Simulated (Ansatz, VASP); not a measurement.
## BN in VASP and in Ansatz

```
B N
1.0
     2.50399    0.00000    0.00000
    -1.25200    2.16852    0.00000
     0.00000    0.00000    6.66120
B N
2 2
Direct
  0.30801 0.73584 0.25000
  0.66667 0.33333 0.75000
  0.33333 0.66667 0.75000
  0.66667 0.33333 0.25000
```

Alike in both runs: task single point; functional PBE; k mesh 12 × 12 × 4; occupations gaussian, width 0.05 eV; no spin polarisation.

```csv
,VASP,Ansatz
version,VASP 6.6.1,Ansatz 0.2.0
potentials or method,"VASP PAW PBE potentials, release 64 (B, N), cutoff 520 eV","scalar-relativistic, plane waves, PAW"
valence electrons in the cell,16,16
```

```tsv
	VASP	Ansatz	Ansatz less VASP
gap on the k mesh at the Fermi level (eV)	2.75	2.76	+0.007
least direct gap on the mesh (eV)	4.09	4.10	+0.008
pressure (GPa)	10.5	10.6	+0.04
traceless stress, the component that is largest in VASP (GPa)	13.67	13.62	-0.049
rms of the force components (eV/Å)	2.910	2.918	+0.0073
```

Atom by atom the forces differ by 0.008 eV/Å (rms over components).
